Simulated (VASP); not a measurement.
A run of VASP 6.6.1:

Contents of INCAR:

```
PREC = Accurate ; ENCUT = 500
EDIFF = 1E-6 ; ISMEAR = 0
SIGMA = 0.1 ; LREAL = F
LASPH = T ; NELM = 120
ALGO = Normal ; ISIF = 2
LWAVE = F ; LCHARG = T
GGA = CA ; LELF = T
LVHAR = T ; NBANDS = 8
GGA_COMPAT = F
```

The input KPOINTS:

```
regular mesh
0
Gamma
  14 14 14
```

POSCAR

```
Sb
1.0
    3.0108517446      0.0000000000      0.0000000000
    0.0000000000      3.0108517446      0.0000000000
    0.0000000000      0.0000000000      3.0108517446
Sb
1
Direct
    0.0000000000      0.0000000000      0.0000000000
```

Potentials or basis: VASP PAW LDA potentials, release 64 (Sb).

Run with:

```bash
$ cat potpaw_LDA.64/Sb/POTCAR > POTCAR
$ mpirun -np 1 vasp_std > vasp.out
```

Hardware: 1 thread of Intel(R) Xeon(R) 6975P-C (Granite Rapids) (shared host).

Task: Estimate the wall time of this run.

Result: Wall time 5.7 s on 1 thread of Intel(R) Xeon(R) 6975P-C (Granite Rapids) (shared host), peak memory 0.13 GiB. Counts: scf iterations 9, k points 120.
